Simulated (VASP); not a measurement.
Runs of VASP 6.6.1 on Si5S. The structure is that of space group P-62m (No. 189), or close to it. The cells are those of the table. 

| task | cell | k mesh | cutoff (eV) | gap on the mesh (eV) | pressure (GPa) | largest force (eV/Å) |
| --- | --- | --- | --- | --- | --- | --- |
| single point | a = 4.846, b = 4.846, c = 4.444 Å, angles 90.0, 90.0, 120.0°, 6 atoms | 6 × 6 × 4 | 520 | none | -0.2 | 0.03 |
| relaxation of cell and atoms | relaxed from a = 5.276, b = 5.276, c = 4.767 Å, angles 90.0, 90.0, 120.0°, 6 atoms | 6 × 6 × 4 | 600 | none | -0.2 | 0.03 |
| single point | a = 4.764, b = 4.764, c = 4.574 Å, angles 90.0, 90.0, 120.0°, 6 atoms | 12 × 12 × 8 | 520 | none | (a) | - |
| single point | a = 5.276, b = 5.276, c = 4.767 Å, angles 90.0, 90.0, 120.0°, 6 atoms | 6 × 6 × 4 | 520 | none | -12.1 | 0.29 |

Alike in all rows: level PBE; potentials or basis VASP PAW PBE potentials, release 64 (Si, S); no spin polarisation; smearing gaussian 0.1 eV.

Task: Estimate the missing entries.

Result: (a) 0.0.

A gap of «none» marks levels without a gap at the run's occupations.
